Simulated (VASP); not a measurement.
Write the native input for VASP 6.6.1 that does the following.

```
Task                   : single point
Functional             : r2SCAN
Potentials or basis    : VASP PAW PBE potentials, release 64 (Al)
Cutoff                 : 520 eV
k mesh                 : 5 × 5 × 5
Occupations            : fermi-dirac, width 0.1 eV
Spin                   : no spin polarisation
Dipole correction      : no
Further INCAR settings : ALGO = Normal; EDIFF = 1e-06; NBANDS = 8
```

Crystal: Al.

```xyz
1
Lattice="0.0000 1.9967 1.9967 1.9967 0.0000 1.9967 1.9967 1.9967 0.0000" Properties=species:S:1:pos:R:3 pbc="T T T"
Al    0.0000    0.0000    0.0000
```

These files were run (other wordings do the same):

POSCAR

```
Al
1.0
    0.0000000000      1.9966927595      1.9966927595
    1.9966927595      0.0000000000      1.9966927595
    1.9966927595      1.9966927595      0.0000000000
Al
1
Direct
    0.0000000000      0.0000000000      0.0000000000
```

INCAR.step1

```
SYSTEM = Al
  PREC = Accurate
  ENCUT = 520
  ISMEAR = -1
  SIGMA = 0.1
  LREAL = .FALSE.
  LASPH = .TRUE.
  NELM = 100
  NBANDS = 8
  GGA = PE
  ALGO = Normal
  EDIFF = 1E-4
  LWAVE = .TRUE.
  LCHARG = .FALSE.
```

INCAR.step2

```
SYSTEM = Al
  PREC = Accurate
  ENCUT = 520
  EDIFF = 1E-6
  ISMEAR = -1
  SIGMA = 0.1
  LREAL = .FALSE.
  LASPH = .TRUE.
  NELM = 100
  ALGO = Normal
  ISIF = 2
  LWAVE = .FALSE.
  LCHARG = .FALSE.
  METAGGA = R2SCAN
  LMIXTAU = .TRUE.
  NBANDS = 8
  ISTART = 1
```

KPOINTS

```
Automatic mesh
0
G
  5 5 5
  0 0 0
```

Potentials or basis: VASP PAW PBE potentials, release 64 (Al).

The run is started by

```bash
$ cat potpaw_PBE.64/Al/POTCAR > POTCAR
$ cp INCAR.step1 INCAR
$ mpirun -np 1 vasp_std > vasp.out
$ cp INCAR.step2 INCAR
$ mpirun -np 1 vasp_std > vasp.out
```

It gave:

```json
{
  "Pressure": "1.4 GPa"
}
```

Caveat: the k points lie up to 0.55 Å⁻¹ apart; the PAW data sets were made with another functional, which shifts forces and pressure a little.

Wall time 8.5 s on 1 thread of Intel Xeon 6975P-C (shared host), peak memory 0.13 GiB.
